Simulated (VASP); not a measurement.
Wanted: the native input for a VASP 6.6.1 run.

| Item | Value |
| --- | --- |
| Task | single point |
| Functional | PBE |
| Potentials or basis | VASP PAW PBE potentials, release 64 (Cd, In_d, C, N) |
| Cutoff | 520 eV |
| k mesh | 4 × 4 × 4 |
| Occupations | gaussian, width 0.1 eV |
| Spin | collinear spin, ferromagnetic start |
| Starting moments | [0.0, 0.0, 1.0, 1.0, 1.0, 1.0, 1.0, 1.0, 1.0, 1.0] μB |
| Dipole correction | no |
| Further INCAR settings | ALGO = Normal; EDIFF = 1e-06; NBANDS = 46 |

The structure of CdInC4N4 lies in POSCAR:

```
CdInC4N4
1.0
    6.0835397900      0.0000000000      0.0000000000
    0.0000000000      6.0835397900      0.0000000000
    0.0000000000      0.0000000000      6.0835397900
Cd In C N
1 1 4 4
Direct
    0.5000000000      0.5000000000      0.5000000000
    0.0000000000      0.0000000000      0.0000000000
    0.1899022500      0.1899022500      0.1899022500
    0.1899022500      0.8100977500      0.8100977500
    0.8100977500      0.1899022500      0.8100977500
    0.8100977500      0.8100977500      0.1899022500
    0.3009395500      0.3009395500      0.3009395500
    0.3009395500      0.6990604500      0.6990604500
    0.6990604500      0.3009395500      0.6990604500
    0.6990604500      0.6990604500      0.3009395500
```

The input as run:

INCAR

```
PREC = Accurate ; ENCUT = 520
EDIFF = 1E-6 ; ISMEAR = 0
SIGMA = 0.1 ; LREAL = F
LASPH = T ; NELM = 150
ALGO = Normal ; ISIF = 2
LWAVE = F ; LCHARG = F
ISPIN = 2 ; MAGMOM = 0 0 1 1 1 1 1 1 1 1
LORBIT = 11 ; GGA = PE
NBANDS = 46
```

KPOINTS

```
Automatic mesh
0
Gamma
  4 4 4
```

Potentials or basis: VASP PAW PBE potentials, release 64 (Cd, In_d, C, N).

The run is started by

```sh
$ cat potpaw_PBE.64/Cd/POTCAR potpaw_PBE.64/In_d/POTCAR potpaw_PBE.64/C/POTCAR potpaw_PBE.64/N/POTCAR > POTCAR
$ mpirun -np 1 vasp_std > vasp.out
```

Results of the run:

| Item | Value |
| --- | --- |
| Pressure | 8.3 GPa |
| Largest force | 2.137 eV/Å |
| Net moment | 0.80 μB per cell |
| Site moments | Cd +0.02; In +0.05; C +0.04; N +0.04 μB |
| Valence electrons inside the program's atomic spheres | Cd 10.39; In 12.04; C 2.63; N 3.88 |

Caveat: the cell stands under pressure; a moment this small can come from the mesh or the smearing; forces of over 1 eV/Å act on the atoms, so gaps and moduli don't describe the material at rest.

Run time: 6.8 min on 1 thread of Intel Xeon 8259CL, on a shared host, peak memory 0.51 GiB.
